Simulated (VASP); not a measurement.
# GaSb (Immm) in VASP: notebook

Runs on GaSb. Level: PBE. Tasks: single point.

Program: VASP 6.6.1. These are calculated values, not measurements. Logs are shortened: lines on timing, memory, paths and dates and some standing lists are left out, and cuts for length are marked.

## 1. The cell of the first run

The structure is orthorhombic, space group Immm (No. 71). Conventional cell: a = 3.112 Å, b = 5.350 Å, c = 5.787 Å, α = 90.00°, β = 90.00°, γ = 90.00°. Ga (site symmetry mmm) has 6 Sb at 2.89 to 3.09 Å and 2 Ga at 3.11 Å within 3.8 Å. Within 3.8 Å of Sb (site symmetry mmm) lie 6 Ga at 2.89 to 3.09 Å and 2 Sb at 3.11 Å.

## 2. Single point, PBE

INCAR

```
SYSTEM = GaSb
  ALGO = Normal
  EDIFF = 1E-7
  ENCUT = 520
  GGA = PE
  ISIF = 2
  ISMEAR = 0
  LASPH = .True.
  LCHARG = .True.
  LELF = .True.
  LREAL = .False.
  LVHAR = .True.
  LWAVE = .False.
  NBANDS = 16
  NELM = 60
  PREC = Accurate
  SIGMA = 0.1
```

KPOINTS

```
k-points
0
Gamma
  6 6 6
  0 0 0
```

POSCAR

```
GaSb
1.0
   -1.5559010500      2.6750030500      2.8933129300
    1.5559010500     -2.6750030500      2.8933129300
    1.5559010500      2.6750030500     -2.8933129300
Ga Sb
1 1
Direct
    0.0000000000      0.0000000000      0.0000000000
    0.5000000000      0.5000000000      0.0000000000
```

Potentials or basis: VASP PAW PBE potentials, release 64 (Ga_d, Sb).

On the command line:

```
> cat potpaw_PBE.64/Ga_d/POTCAR potpaw_PBE.64/Sb/POTCAR > POTCAR
> mpirun -np 1 vasp_std > vasp.out
```

OUTCAR:

```text
SYSTEM = GaSb
   EDIFF = 1E-7
   ENCUT = 520
   GGA = PE
   ISIF = 2
   ISMEAR = 0
   LASPH = .True.
   LREAL = .False.
   NELM = 60
   PREC = Accurate

 ion  position               nearest neighbor table
   1  0.000  0.000  0.000-   2 2.89   2 2.89   2 3.09   2 3.09   2 3.09   2 3.09
   2  0.500  0.500  0.000-   1 2.89   1 2.89   1 3.09   1 3.09   1 3.09   1 3.09

  LATTYP: Found a body centered orthorhombic cell.
 ALAT       =     3.1118021000
 B/A-ratio  =     1.7192629634
 C/A-ratio  =     1.8595738656

  Lattice vectors:

 A1 = (  -1.5559010500,   2.6750030500,   2.8933129300)
 A2 = (   1.5559010500,  -2.6750030500,   2.8933129300)
 A3 = (   1.5559010500,   2.6750030500,  -2.8933129300)

Analysis of symmetry for initial positions (statically):
=====================================================================
 Subroutine PRICEL returns:
 Original cell was already a primitive cell.

 Routine SETGRP: Setting up the symmetry group for a
 body centered orthorhombic supercell.

 Subroutine GETGRP returns: Found  8 space group operations
 (whereof  8 operations were pure point group operations)
 out of a pool of  8 trial point group operations.

The static configuration has the point symmetry D_2h.

Analysis of symmetry for dynamics (positions and initial velocities):
=====================================================================
 Subroutine PRICEL returns:
 Original cell was already a primitive cell.

 Routine SETGRP: Setting up the symmetry group for a
 body centered orthorhombic supercell.

 Subroutine GETGRP returns: Found  8 space group operations
 (whereof  8 operations were pure point group operations)
 out of a pool of  8 trial point group operations.

The dynamic configuration has the point symmetry D_2h.

 Subroutine INISYM returns: Found  8 space group operations
 (whereof  8 operations are pure point group operations),
 and found     1 'primitive' translations

----------------------------------------------------------------------------------------

                                     Primitive cell

  volume of cell :      48.1683

  direct lattice vectors                    reciprocal lattice vectors
    -1.555901050  2.675003050  2.893312930     0.000000000  0.186915675  0.172812279
     1.555901050 -2.675003050  2.893312930     0.321357197  0.000000000  0.172812279
     1.555901050  2.675003050 -2.893312930     0.321357197  0.186915675  0.000000000

  length of vectors
     4.236476024  4.236476024  4.236476024     0.254561492  0.364876050  0.371763255

  position of ions in fractional coordinates (direct lattice)
     0.000000000  0.000000000  0.000000000
     0.500000000  0.500000000  0.000000000

  ion indices of the primitive-cell ions
   primitive index   ion index
                 1           1
                 2           2

----------------------------------------------------------------------------------------

 KPOINTS: k-points

Automatic generation of k-mesh.
 Grid dimensions read from file:
 generate k-points for:    6    6    6

 Generating k-lattice:

  Cartesian coordinates                     Fractional coordinates (reciprocal lattice)
     0.000000000  0.031152612  0.028802046     0.166666667  0.000000000 -0.000000000
     0.053559533  0.000000000  0.028802046     0.000000000  0.166666667 -0.000000000
     0.053559533  0.031152612  0.000000000     0.000000000  0.000000000  0.166666667

  Length of vectors
     0.042426915  0.060812675  0.061960542

  Shift w.r.t. Gamma in fractional coordinates (k-lattice)
     0.000000000  0.000000000  0.000000000

 Subroutine IBZKPT returns following result:
 ===========================================

 Found     46 irreducible k-points:

 Following reciprocal coordinates:
            Coordinates               Weight
  0.000000  0.000000  0.000000      1.000000
  0.166667  0.000000 -0.000000      4.000000
  0.333333  0.000000  0.000000      4.000000
  0.500000  0.000000  0.000000      2.000000
  0.000000  0.166667 -0.000000      4.000000
  0.166667  0.166667 -0.000000      8.000000
[... 16 lines left out ...]
 -0.166667  0.166667  0.166667      2.000000
  0.166667  0.333333  0.166667      4.000000
 [... further k-points ...]
   k-points           NKPTS =     46   k-points in BZ     NKDIM =     46   number of bands    NBANDS=     16
   number of dos      NEDOS =    301   number of ions     NIONS =      2
   total plane-waves  NPLWV =  32768
   dimension x,y,z NGX =    32 NGY =   32 NGZ =   32
   dimension x,y,z NGXF=    64 NGYF=   64 NGZF=   64
   ions per type =               1   1
   NGX,Y,Z   is equivalent  to a cutoff of  12.56, 12.56, 12.56 a.u.
   NGXF,Y,Z  is equivalent  to a cutoff of  25.11, 25.11, 25.11 a.u.
 SYSTEM =  GaSb
   PREC   = accura    normal or accurate (medium, high low for compatibility)
   ISTART =      0    job   : 0-new  1-cont  2-samecut
   ICHARG =      2    charge: 1-file 2-atom 10-const
   ISPIN  =      1    spin polarized calculation?
   LNONCOLLINEAR =      F non collinear calculations
   LSORBIT =      F    spin-orbit coupling
   LASPH  =      T    aspherical Exc in radial PAW
   ENCUT  =  520.0 eV  38.22 Ry    6.18 a.u.   7.88  7.88  7.88*2*pi/ulx,y,z
   NELM   =     60;   NELMIN=  2; NELMDL= -5     # of ELM steps
   EDIFF  = 0.1E-06   stopping-criterion for ELM
   LREAL  =      F    real-space projection
   EDIFFG = 0.1E-05   stopping-criterion for IOM
   NSW    =      0    number of steps for IOM
   IBRION =     -1    ionic relax: 0-MD 1-quasi-New 2-CG
   NFREE  =      0    steps in history (QN), initial steepest desc. (CG)
   ISIF   =      2    stress and relaxation
   ISYM   =      2    0-nonsym 1-usesym 2-fastsym
   POTIM  = 0.5000    time-step for ionic-motion
   TEBEG  =    0.0;   TEEND  =   0.0 temperature during run
   PSTRESS=    0.0 pullay stress
   NELECT =      18.0000    total number of electrons
   NUPDOWN=      -1.0000    fix difference up-down
   EMIN   =  10.00;   EMAX   =-10.00  energy-range for DOS
   EFERMI =   0.00;   METHOD = LEGACY
   ISMEAR =     0;   SIGMA  =   0.10  broadening in eV -4-tet -1-fermi 0-gaus
   EFERMI_NEDOS =   21; number of points for ismear=-14 and -15
   IALGO  =     38    algorithm
   IMIX   =      4    mixing-type and parameters
     AMIX     =   0.40;   BMIX     =  1.00
     AMIX_MAG =   1.60;   BMIX_MAG =  1.00
  volume/ion in A,a.u.               =      24.08       162.53
  Fermi-wavevector in a.u.,A,eV,Ry     =   1.179176  2.228319 18.918287  1.390455
  Thomas-Fermi vector in A             =   2.315491
   LORBIT       =      0    0 simple, 1 ext, 2 COOP (PROOUT), +10 PAW based schemes
   GGA     = PE    functional components
   LHFCALC =     F    Hartree Fock is set to
   AEXX    =    0.0000 exact exchange contribution
   IVDW    =     0    specifies the selected vdW correction
   LEPSILON=     F    determine dielectric tensor
   LRPA    =     F    only Hartree local field effects (RPA)
 non-spin polarized calculation
 Gauss-broadening in eV      SIGMA  =   0.10
  energy-cutoff  :      520.00
  volume of cell :       48.17
 maximum number of plane-waves:      1318
   NGX = 15   NGY = 15   NGZ = 15

 number of electron      17.9999989 magnetization

 Free energy of the ion-electron system (eV)
  ---------------------------------------------------
  ext. energy  EPLUGINS =         0.00000000
  ---------------------------------------------------
  free energy    TOTEN  =        -6.99521392 eV

  energy without entropy =       -6.99003498  energy(sigma->0) =       -6.99262445

 E-fermi :   6.8062     XC(G=0): -10.2491

 val. band max:        6.7917151283   @ k =   0.5000   0.3333  -0.0000
 cond. band min:       6.8330461836   @ k =   0.5000   0.5000   0.3333
 fundamental gap:      0.0413310553
 Fermi energy:         6.8062389546

 k-point     1 :       0.0000    0.0000    0.0000
  band No.  band energies     occupation
      1      -8.3228      2.00000
      2      -8.2308      2.00000
      3      -8.2287      2.00000
      4      -8.2122      2.00000
      5      -8.1777      2.00000
      6      -5.3948      2.00000
[... 8 lines left out ...]
     15      15.6630      0.00000
     16      16.8624      0.00000

 k-point     2 :       0.1667    0.0000   -0.0000
  band No.  band energies     occupation
      1      -8.3214      2.00000
      2      -8.2356      2.00000
      3      -8.2257      2.00000
      4      -8.2121      2.00000
      5      -8.1772      2.00000
      6      -5.1629      2.00000
[... 8 lines left out ...]
     15      16.1383      0.00000
     16      17.3770      0.00000

 k-point     3 :       0.3333    0.0000    0.0000
  band No.  band energies     occupation
      1      -8.3190      2.00000
      2      -8.2453      2.00000
      3      -8.2198      2.00000
      4      -8.2119      2.00000
      5      -8.1760      2.00000
      6      -4.5311      2.00000
[... 8 lines left out ...]
     15      15.6418      0.00000
     16      16.5844      0.00000

 k-point     4 :       0.5000    0.0000    0.0000
  band No.  band energies     occupation
      1      -8.3180      2.00000
      2      -8.2500      2.00000
      3      -8.2169      2.00000
      4      -8.2119      2.00000
      5      -8.1753      2.00000
      6      -4.0085      2.00000
[... 8 lines left out ...]
     15      16.2688      0.00000
     16      18.3300      0.00000
[... 324 lines left out ...]
 k-point    22 :       0.3333    0.1667    0.1667
  band No.  band energies     occupation
      1      -8.2748      2.00000
      2      -8.2402      2.00000
      3      -8.2253      2.00000
      4      -8.2103      2.00000
      5      -8.2000      2.00000
      6      -2.3676      2.00000
[... 8 lines left out ...]
     15      15.5167      0.00000
     16      16.5712      0.00000

 k-point    23 :      -0.1667    0.1667    0.1667
  band No.  band energies     occupation
      1      -8.2690      2.00000
      2      -8.2351      2.00000
      3      -8.2246      2.00000
      4      -8.2148      2.00000
      5      -8.2058      2.00000
      6      -3.6892      2.00000
[... 8 lines left out ...]
     15      14.3673      0.00000
     16      17.4069      0.00000

 k-point    24 :       0.1667    0.3333    0.1667
  band No.  band energies     occupation
      1      -8.2931      2.00000
      2      -8.2423      2.00000
      3      -8.2371      2.00000
      4      -8.2061      2.00000
      5      -8.1635      2.00000
      6      -1.2867      2.00000
[... 8 lines left out ...]
     15      14.0062      0.00000
     16      16.3820      0.00000

 [... further k-points ...]
[... 5 lines left out ...]
  --------------------------------------------------------------------------------------
  -------------------------------------------------------------------------------------
  Total       -0.4899490     -0.1309068      0.6817337      0.0000000      0.0000000      0.0000000
  in kB      -16.2967037     -4.3542290     22.6758548      0.0000000      0.0000000      0.0000000
  external PRESSURE =       0.6749740 kB  Pullay stress =       0.0000000 kB

 VOLUME and BASIS-vectors are now :
 -----------------------------------------------------------------------------
  energy-cutoff  :      520.00
  volume of cell :       48.17
      direct lattice vectors                 reciprocal lattice vectors
    -1.555901050  2.675003050  2.893312930     0.000000000  0.186915675  0.172812279
     1.555901050 -2.675003050  2.893312930     0.321357197  0.000000000  0.172812279
     1.555901050  2.675003050 -2.893312930     0.321357197  0.186915675  0.000000000

 POSITION                                       TOTAL-FORCE (eV/Angst)
 -----------------------------------------------------------------------------------
      0.00000      0.00000      0.00000        -0.000000     -0.000000     -0.000000
      0.00000      0.00000      2.89331         0.000000      0.000000      0.000000
 -----------------------------------------------------------------------------------
    total drift:                               -0.000000     -0.000000      0.000000

  FREE ENERGIE OF THE ION-ELECTRON SYSTEM (eV)
  ---------------------------------------------------
  free  energy   TOTEN  =        -6.9952139192 eV

  energy  without entropy=       -6.9900349804  energy(sigma->0) =       -6.99262445
```

Wall time 44 s (1 thread of Intel Xeon 8259CL, shared host); peak memory 0.19 GiB.

What came out:

```yaml
Free_energy: -6.9952 eV
Pressure: 0.1 GPa
Band_gap_on_the_k_mesh: zero (bands 9 and 10 overlap by 4.40 eV)
```

Caveat: the k points lie up to 0.38 Å⁻¹ apart, too coarse for converged energies and pressures of a metal; spin-orbit coupling is left out, which moves the levels of the heavy elements.

## 3. Single point, PBE

INCAR

```
SYSTEM = GaSb
  ALGO = Normal
  EDIFF = 1E-6
  ENCUT = 520
  GGA = PE
  ISIF = 2
  ISMEAR = 0
  LASPH = .TRUE.
  LCHARG = .FALSE.
  LREAL = .FALSE.
  LWAVE = .FALSE.
  NBANDS = 16
  NELM = 60
  PREC = Accurate
  SIGMA = 0.1
```

KPOINTS

```
k-points
0
G
  20 20 20
  0 0 0
```

POSCAR

```
GaSb
1.0
   -1.5950453378      2.6129266507      2.8837144036
    1.5950453378     -2.6129266507      2.8837144036
    1.5950453378      2.6129266507     -2.8837144036
Ga Sb
1 1
Direct
    0.0000000000      0.0000000000      0.0000000000
    0.5000000000      0.5000000000      0.0000000000
```

Potentials or basis: VASP PAW PBE potentials, release 64 (Ga_d, Sb).

On the command line:

```
> cat potpaw_PBE.64/Ga_d/POTCAR potpaw_PBE.64/Sb/POTCAR > POTCAR
> mpirun -np 1 vasp_std > vasp.out
```

It took 12 min on 1 thread of Intel Xeon 8259CL, shared host; peak memory 0.96 GiB.

It converged, with:

```
Free energy            : -6.9863 eV
Pressure               : 0.0 GPa
Band gap on the k mesh : zero (bands 9 and 10 overlap by 5.13 eV)
```

Levels at points of the mesh, in eV from the Fermi level:
```csv
k point,band 5,band 6,band 7,band 8,band 9,band 10,band 11,band 12,band 13,band 14
"(0.00, 0.00, 0.00)",-14.82,-11.96,-2.85,-2.05,-1.51,3.51,4.74,6.21,7.57,7.71
"(0.50, 0.00, 0.00)",-14.81,-10.46,-8.02,-0.08,1.55,2.44,2.96,4.19,6.37,8.29
"(0.00, 0.50, 0.00)",-14.81,-8.26,-6.20,-1.80,-0.37,-0.30,1.02,2.74,3.54,9.08
"(0.50, 0.50, 0.00)",-14.81,-8.20,-5.05,-3.19,-2.13,-1.88,3.22,4.18,6.85,7.65
"(0.50, 0.50, 0.50)",-14.81,-9.39,-5.76,-5.11,-4.72,2.56,6.43,9.88,9.94,10.50
```

Caveat: spin-orbit coupling is left out, which moves the levels of the heavy elements.

The gap in the log of VASP goes by the Fermi energy; the results here count the filled bands.